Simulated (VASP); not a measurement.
Runs of VASP 6.6.1 on NaCl. The structure is cubic, space group Fm-3m (No. 225). The conventional cell has a = 5.620 Å, b = 5.620 Å, c = 5.620 Å, α = 90.00°, β = 90.00°, γ = 90.00°. Na (site symmetry m-3m) has 6 Cl at 2.81 Å within 3.7 Å. Within 3.7 Å of Cl (site symmetry m-3m) lie 6 Na at 2.81 Å. 

| task | level | cell | smearing | gap on the mesh (eV) | pressure (GPa) |
| --- | --- | --- | --- | --- | --- |
| relaxation of the atoms | PBE | atoms relaxed | fermi-dirac 0.02 eV | 5.15 | 1.0 |
| electric field gradients | revPBE | as given | fermi-dirac 0.02 eV | 5.42 | (a) |
| dielectric tensor | PBE | as given | gaussian 0.01 eV | 5.15 | - |
| single point | PBE | as given | fermi-dirac 0.02 eV | 5.15 | 1.0 |

Alike in all rows: potentials or basis VASP PAW PBE potentials, release 64 (Na_pv, Cl); no spin polarisation; k mesh 9 × 9 × 9; cutoff (eV) 520.

**Question.** Fill in the values left out.

**Answer.** (a) 2.7.

Caveats: the relaxation stopped at its first step, so nothing moved (some runs); the PAW data sets were made with another functional, which shifts forces and pressure a little (some runs).

A k mesh can miss the band edges.
